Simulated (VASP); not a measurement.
Write the native input for VASP 6.6.1 that does the following.

- Task: single point
- Functional: r2SCAN
- Potentials or basis: VASP PAW PBE potentials, release 64 (Pd)
- Cutoff: 550 eV
- k mesh: 15 × 15 × 15
- Occupations: fermi-dirac, width 0.069 eV
- Spin: no spin polarisation
- Dipole correction: no
- Further INCAR settings: ALGO = Normal; EDIFF = 1e-06; NBANDS = 11

Crystal: Pd.

```
CELL_PARAMETERS angstrom
0.00000 1.93766 1.93766
1.93766 0.00000 1.93766
1.93766 1.93766 0.00000
ATOMIC_POSITIONS crystal
Pd 0.00000 0.00000 0.00000
```

One way to write it, as run:

POSCAR

```
Pd
1.0
    0.0000000000      1.9376570000      1.9376570000
    1.9376570000      0.0000000000      1.9376570000
    1.9376570000      1.9376570000      0.0000000000
Pd
1
Direct
    0.0000000000      0.0000000000      0.0000000000
```

INCAR.step1

```
PREC = Accurate
ENCUT = 550
ISMEAR = -1
SIGMA = 0.069
LREAL = F
LASPH = T
NELM = 120
NBANDS = 11
GGA = PE
ALGO = Normal
EDIFF = 1E-5
LWAVE = T
LCHARG = F
GGA_COMPAT = F
```

INCAR.step2

```
PREC = Accurate
ENCUT = 550
EDIFF = 1E-6
ISMEAR = -1
SIGMA = 0.069
LREAL = F
LASPH = T
NELM = 120
ALGO = Normal
ISIF = 2
LWAVE = F
LCHARG = T
METAGGA = R2SCAN
LMIXTAU = T
LELF = T
LVHAR = T
NBANDS = 11
ISTART = 1
GGA_COMPAT = F
```

KPOINTS

```
Automatic mesh
0
Gamma
  15 15 15
```

Potentials or basis: VASP PAW PBE potentials, release 64 (Pd).

The run is started by

```console
$ cat potpaw_PBE.64/Pd/POTCAR > POTCAR
$ cp INCAR.step1 INCAR
$ mpirun -np 1 vasp_std > vasp.out
$ cp INCAR.step2 INCAR
$ mpirun -np 1 vasp_std > vasp.out
```

It gave:

| Property | Result |
| --- | --- |
| Pressure | 5.7 GPa |
| Band gap on the k mesh | zero (band 5 reaches 10.12 eV, above the bottom of band 6 at 8.43 eV) |

Caveat: the PAW data sets were made with another functional, which shifts forces and pressure a little.

It took 42 s on 1 thread of Intel(R) Xeon(R) Platinum 8375C CPU @ 2.90GHz (Ice Lake) (shared host), peak memory 0.16 GiB.
